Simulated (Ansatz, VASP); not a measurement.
# Ti: VASP beside Ansatz

```
Ti
1.0
     0.00000    1.88929    1.88929
     1.88929    0.00000    1.88929
     1.88929    1.88929    0.00000
Ti
1
Direct
  0.00000 0.00000 0.00000
```

Change from the starting cell: volume scaled by 0.84, LAPW.

Alike in both runs: task single point; functional LDA; k mesh 18 × 18 × 18; occupations fermi-dirac, width 0.1 eV; no spin polarisation.

|  | VASP | Ansatz |
| --- | --- | --- |
| version | VASP 6.6.1 | Ansatz 0.2.0 |
| potentials or method | VASP PAW LDA potentials, release 64 (Ti_sv), cutoff 520 eV | all-electron LAPW, scalar-relativistic |

|  | VASP | Ansatz | Ansatz less VASP |
| --- | --- | --- | --- |
| pressure (GPa) | 27.7 | 28.1 | +0.44 |

LDA's correlation is that of Perdew and Zunger in VASP and of Perdew and Wang (1992) in Ansatz. Ansatz ran all-electron here, and VASP with PAW potentials.
